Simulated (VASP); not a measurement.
# Mo (P6_3/mmc) in VASP: notebook

Mo is run at these levels: BLYP; tasks: single point.

Program: VASP 6.6.1. These are calculated values, not measurements. Logs are shortened: lines on timing, memory, paths and dates and some standing lists are left out, and cuts for length are marked.

## (1) The cell of the first run

The structure is hexagonal, space group P6_3/mmc (No. 194). Conventional cell: a = 2.878 Å, b = 2.878 Å, c = 10.080 Å, α = 90.00°, β = 90.00°, γ = 120.00°. Mo (site symmetry -3m) has 12 Mo at 2.88 to 3.02 Å within 3.8 Å. Within 3.8 Å of Mo (site symmetry -6m2) lie 12 Mo at 2.88 to 3.02 Å.

This isn't the form of Mo at room conditions, which is bcc.

## (2) Single point, BLYP (18.07 Å³/atom)

The input, INCAR:

```
SYSTEM = Mo
PREC = Accurate
ENCUT = 520
EDIFF = 1E-6
ISMEAR = -1
SIGMA = 0.1
LREAL = .False.
LASPH = .True.
NELM = 80
ALGO = Normal
ISIF = 2
LWAVE = .False.
LCHARG = .False.
GGA = B5
ALDAX = 1.0
AGGAX = 1.0
AGGAC = 1.0
ALDAC = 0.0
NBANDS = 36
```

The input, KPOINTS:

```
Automatic mesh
0
Gamma
  14 14 4
  0 0 0
```

The input, POSCAR:

```
Mo
1.0
    2.8776761110      0.0000000000      0.0000000000
   -1.4388380555      2.4921406160      0.0000000000
    0.0000000000      0.0000000000     10.0804833483
Mo
4
Direct
    0.0000000000      0.0000000000      1.0000000000
    1.0000000000      0.0000000000      0.5000000000
    0.3333333333      0.6666666667      0.2500000000
    0.6666666667      0.3333333333      0.7500000000
```

Potentials or basis: VASP PAW PBE potentials, release 64 (Mo_sv).

Started as:

```sh
> cat potpaw_PBE.64/Mo_sv/POTCAR > POTCAR
> mpirun -np 1 vasp_std > vasp.out
```

OUTCAR:

```text
SYSTEM = Mo
   PREC = Accurate
   ENCUT = 520
   EDIFF = 1E-6
   ISMEAR = -1
   LREAL = .False.
   LASPH = .True.
   NELM = 80
   ISIF = 2
   GGA = B5

 ion  position               nearest neighbor table
   1  0.000  0.000  0.000-   3 3.02   4 3.02   4 3.02   3 3.02   4 3.02   3 3.02
   2  0.000  0.000  0.500-   3 3.02   4 3.02   4 3.02   3 3.02   4 3.02   3 3.02
   3  0.333  0.667  0.250-   1 3.02   2 3.02   1 3.02   2 3.02   1 3.02   2 3.02
   4  0.667  0.333  0.750-   1 3.02   2 3.02   1 3.02   2 3.02   1 3.02   2 3.02

  LATTYP: Found a hexagonal cell.
 ALAT       =     2.8776761110
 C/A-ratio  =     3.5029944161

  Lattice vectors:

 A1 = (   2.8776761110,   0.0000000000,   0.0000000000)
 A2 = (  -1.4388380555,   2.4921406160,   0.0000000000)
 A3 = (   0.0000000000,   0.0000000000,  10.0804833483)

Analysis of symmetry for initial positions (statically):
=====================================================================
 Subroutine PRICEL returns:
 Original cell was already a primitive cell.

 Routine SETGRP: Setting up the symmetry group for a
 hexagonal supercell.

 Subroutine GETGRP returns: Found 24 space group operations
 (whereof 12 operations were pure point group operations)
 out of a pool of 24 trial point group operations.

The static configuration has the point symmetry D_3d.
 The point group associated with its full space group is D_6h.

Analysis of symmetry for dynamics (positions and initial velocities):
=====================================================================
 Subroutine PRICEL returns:
 Original cell was already a primitive cell.

 Routine SETGRP: Setting up the symmetry group for a
 hexagonal supercell.

 Subroutine GETGRP returns: Found 24 space group operations
 (whereof 12 operations were pure point group operations)
 out of a pool of 24 trial point group operations.

The dynamic configuration has the point symmetry D_3d.
 The point group associated with its full space group is D_6h.

 Subroutine INISYM returns: Found 24 space group operations
 (whereof 12 operations are pure point group operations),
 and found     1 'primitive' translations

----------------------------------------------------------------------------------------

                                     Primitive cell

  volume of cell :      72.2929

  direct lattice vectors                    reciprocal lattice vectors
     2.877676111  0.000000000  0.000000000     0.347502624  0.200630734  0.000000000
    -1.438838055  2.492140616  0.000000000     0.000000000  0.401261467  0.000000000
     0.000000000  0.000000000 10.080483348     0.000000000  0.000000000  0.099201592

  length of vectors
     2.877676111  2.877676111 10.080483348     0.401261467  0.401261467  0.099201592

  position of ions in fractional coordinates (direct lattice)
     0.000000000  0.000000000  0.000000000
     0.000000000  0.000000000  0.500000000
     0.333333333  0.666666667  0.250000000
     0.666666667  0.333333333  0.750000000

  ion indices of the primitive-cell ions
   primitive index   ion index
                 1           1
                 2           2
                 3           3
                 4           4

----------------------------------------------------------------------------------------

 KPOINTS: Automatic mesh

Automatic generation of k-mesh.
 Grid dimensions read from file:
 generate k-points for:   14   14    4

 Generating k-lattice:

  Cartesian coordinates                     Fractional coordinates (reciprocal lattice)
     0.024821616  0.014330767  0.000000000     0.071428571 -0.000000000  0.000000000
     0.000000000  0.028661533  0.000000000     0.000000000  0.071428571  0.000000000
     0.000000000  0.000000000  0.024800398     0.000000000  0.000000000  0.250000000

  Length of vectors
     0.028661533  0.028661533  0.024800398

  Shift w.r.t. Gamma in fractional coordinates (k-lattice)
     0.000000000  0.000000000  0.000000000

 Subroutine IBZKPT returns following result:
 ===========================================

 Found     72 irreducible k-points:

 Following reciprocal coordinates:
            Coordinates               Weight
  0.000000  0.000000  0.000000      1.000000
  0.071429 -0.000000  0.000000      6.000000
  0.142857 -0.000000  0.000000      6.000000
  0.214286  0.000000  0.000000      6.000000
  0.285714 -0.000000  0.000000      6.000000
  0.357143 -0.000000  0.000000      6.000000
[... 16 lines left out ...]
  0.285714  0.285714  0.000000      6.000000
  0.357143  0.285714  0.000000      6.000000
 [... further k-points ...]
   k-points           NKPTS =     72   k-points in BZ     NKDIM =     72   number of bands    NBANDS=     36
   number of dos      NEDOS =    301   number of ions     NIONS =      4
   total plane-waves  NPLWV =  46080
   dimension x,y,z NGX =    24 NGY =   24 NGZ =   80
   dimension x,y,z NGXF=    48 NGYF=   48 NGZF=  160
   ions per type =               4
   NGX,Y,Z   is equivalent  to a cutoff of  13.87, 13.87, 13.19 a.u.
   NGXF,Y,Z  is equivalent  to a cutoff of  27.73, 27.73, 26.39 a.u.
 SYSTEM =  Mo
   PREC   = accura    normal or accurate (medium, high low for compatibility)
   ISTART =      0    job   : 0-new  1-cont  2-samecut
   ICHARG =      2    charge: 1-file 2-atom 10-const
   ISPIN  =      1    spin polarized calculation?
   LNONCOLLINEAR =      F non collinear calculations
   LSORBIT =      F    spin-orbit coupling
   LASPH  =      T    aspherical Exc in radial PAW
   ENCUT  =  520.0 eV  38.22 Ry    6.18 a.u.   5.35  5.35 18.74*2*pi/ulx,y,z
   NELM   =     80;   NELMIN=  2; NELMDL= -5     # of ELM steps
   EDIFF  = 0.1E-05   stopping-criterion for ELM
   LREAL  =      F    real-space projection
   EDIFFG = 0.1E-04   stopping-criterion for IOM
   NSW    =      0    number of steps for IOM
   IBRION =     -1    ionic relax: 0-MD 1-quasi-New 2-CG
   NFREE  =      0    steps in history (QN), initial steepest desc. (CG)
   ISIF   =      2    stress and relaxation
   ISYM   =      2    0-nonsym 1-usesym 2-fastsym
   POTIM  = 0.5000    time-step for ionic-motion
   TEBEG  =    0.0;   TEEND  =   0.0 temperature during run
   PSTRESS=    0.0 pullay stress
   NELECT =      56.0000    total number of electrons
   NUPDOWN=      -1.0000    fix difference up-down
   EMIN   =  10.00;   EMAX   =-10.00  energy-range for DOS
   EFERMI =   0.00;   METHOD = LEGACY
   ISMEAR =    -1;   SIGMA  =   0.10  broadening in eV -4-tet -1-fermi 0-gaus
   EFERMI_NEDOS =   21; number of points for ismear=-14 and -15
   IALGO  =     38    algorithm
   IMIX   =      4    mixing-type and parameters
     AMIX     =   0.40;   BMIX     =  1.00
     AMIX_MAG =   1.60;   BMIX_MAG =  1.00
  volume/ion in A,a.u.               =      18.07       121.96
  Fermi-wavevector in a.u.,A,eV,Ry     =   1.503507  2.841217 30.756439  2.260534
  Thomas-Fermi vector in A             =   2.614609
   LORBIT       =      0    0 simple, 1 ext, 2 COOP (PROOUT), +10 PAW based schemes
   GGA     = B5    functional components
   LHFCALC =     F    Hartree Fock is set to
   AEXX    =    0.0000 exact exchange contribution
   IVDW    =     0    specifies the selected vdW correction
   LEPSILON=     F    determine dielectric tensor
   LRPA    =     F    only Hartree local field effects (RPA)
 non-spin polarized calculation
  energy-cutoff  :      520.00
  volume of cell :       72.29
 maximum number of plane-waves:      1999
 NGX is ok and might be reduce to    24
   NGX = 11   NGY = 11   NGZ = 37

 number of electron      56.0000001 magnetization

 Free energy of the ion-electron system (eV)
  ---------------------------------------------------
  ext. energy  EPLUGINS =         0.00000000
  ---------------------------------------------------
  free energy    TOTEN  =       -36.31756804 eV

  energy without entropy =      -36.11861421  energy(sigma->0) =      -36.21809113

 E-fermi :  10.6410     XC(G=0): -11.9448

 val. band max:       10.6386493442   @ k =   0.5000  -0.0000   0.5000
 cond. band min:      10.6483739444   @ k =   0.1429  -0.0000   0.5000
 fundamental gap:      0.0097246001
 Fermi energy:        10.6410488595

 k-point     1 :       0.0000    0.0000    0.0000
  band No.  band energies     occupation
      1     -50.0451      2.00000
      2     -50.0013      2.00000
      3     -49.9861      2.00000
      4     -49.9417      2.00000
      5     -24.5782      2.00000
      6     -24.2206      2.00000
[... 28 lines left out ...]
     35      12.5547      0.00000
     36      12.5547      0.00000

 k-point     2 :       0.0714   -0.0000    0.0000
  band No.  band energies     occupation
      1     -50.0381      2.00000
      2     -49.9953      2.00000
      3     -49.9802      2.00000
      4     -49.9369      2.00000
      5     -24.5641      2.00000
      6     -24.2182      2.00000
[... 28 lines left out ...]
     35      12.5808      0.00000
     36      12.6685      0.00000

 k-point     3 :       0.1429   -0.0000    0.0000
  band No.  band energies     occupation
      1     -50.0181      2.00000
      2     -49.9786      2.00000
      3     -49.9635      2.00000
      4     -49.9235      2.00000
      5     -24.5236      2.00000
      6     -24.2157      2.00000
[... 28 lines left out ...]
     35      12.5871      0.00000
     36      12.7878      0.00000

 k-point     4 :       0.2143    0.0000    0.0000
  band No.  band energies     occupation
      1     -49.9887      2.00000
      2     -49.9544      2.00000
      3     -49.9392      2.00000
      4     -49.9045      2.00000
      5     -24.4621      2.00000
      6     -24.2371      2.00000
[... 28 lines left out ...]
     35      12.5982      0.00000
     36      12.7535      0.00000

 k-point     5 :       0.2857   -0.0000    0.0000
  band No.  band energies     occupation
      1     -49.9550      2.00000
      2     -49.9274      2.00000
      3     -49.9121      2.00000
      4     -49.8842      2.00000
      5     -24.3967      2.00000
      6     -24.3392      2.00000
[... 655 lines left out ...]
 k-point    22 :       0.3571    0.2143    0.0000
  band No.  band energies     occupation
      1     -49.8760      2.00000
      2     -49.8706      2.00000
      3     -49.8553      2.00000
      4     -49.8499      2.00000
      5     -24.5063      2.00000
      6     -24.4743      2.00000
[... 28 lines left out ...]
     35      13.6827      0.00000
     36      13.7969      0.00000

 k-point    23 :       0.2857    0.2857    0.0000
  band No.  band energies     occupation
      1     -49.8737      2.00000
      2     -49.8692      2.00000
      3     -49.8539      2.00000
      4     -49.8495      2.00000
      5     -24.4525      2.00000
      6     -24.4275      2.00000
[... 28 lines left out ...]
     35      13.6647      0.00000
     36      13.6879      0.00000

 k-point    24 :       0.3571    0.2857    0.0000
  band No.  band energies     occupation
      1     -49.8665      2.00000
      2     -49.8654      2.00000
      3     -49.8501      2.00000
      4     -49.8491      2.00000
      5     -24.4356      2.00000
      6     -24.3995      2.00000
[... 28 lines left out ...]
     35      13.3819      0.00000
     36      13.5454      0.00000

 [... further k-points ...]

------------------------ aborting loop because EDIFF is reached ----------------------------------------

  FORCE on cell =-STRESS in cart. coord.  units (eV):
  Direction    XX          YY          ZZ          XY          YZ          ZX
  --------------------------------------------------------------------------------------
  -------------------------------------------------------------------------------------
  Total       -6.3263779     -6.3263779     -5.4428245      0.0000000      0.0000000     -0.0000000
  in kB     -140.2070670   -140.2070670   -120.6254937      0.0000000      0.0000000     -0.0000000
  external PRESSURE =    -133.6798759 kB  Pullay stress =       0.0000000 kB

 VOLUME and BASIS-vectors are now :
 -----------------------------------------------------------------------------
  energy-cutoff  :      520.00
  volume of cell :       72.29
      direct lattice vectors                 reciprocal lattice vectors
     2.877676111  0.000000000  0.000000000     0.347502624  0.200630734  0.000000000
    -1.438838055  2.492140616  0.000000000     0.000000000  0.401261467  0.000000000
     0.000000000  0.000000000 10.080483348     0.000000000  0.000000000  0.099201592

 POSITION                                       TOTAL-FORCE (eV/Angst)
 -----------------------------------------------------------------------------------
      0.00000      0.00000      0.00000        -0.000000     -0.000000      0.000000
      0.00000      0.00000      5.04024        -0.000000     -0.000000      0.000000
     -0.00000      1.66143      2.52012         0.000000      0.000000      0.000000
      1.43884      0.83071      7.56036        -0.000000     -0.000000      0.000000
 -----------------------------------------------------------------------------------
    total drift:                               -0.000000      0.000000     -0.000000

  FREE ENERGIE OF THE ION-ELECTRON SYSTEM (eV)
  ---------------------------------------------------
  free  energy   TOTEN  =       -36.3175680441 eV

  energy  without entropy=      -36.1186142064  energy(sigma->0) =      -36.21809113
```

Run time: 3.5 min. Hardware: 1 thread of Intel Xeon Platinum 8259CL at 2.50GHz (Skylake/Cascade Lake), shared host; peak memory 0.29 GiB.

Results:

| Property | Result |
| --- | --- |
| Free energy | -36.3176 eV |
| Pressure | -13.4 GPa |
| Band gap on the k mesh | zero (bands 28 and 29 overlap by 1.45 eV) |

Stress tensor (GPa, compression positive):
```
-14.02   0.00   0.00
  0.00 -14.02   0.00
  0.00   0.00 -12.06
```

Caveat: the cell stands under tension; the PAW data sets were made with another functional, which shifts forces and pressure a little.

(Part 1 of 2 ends here.)
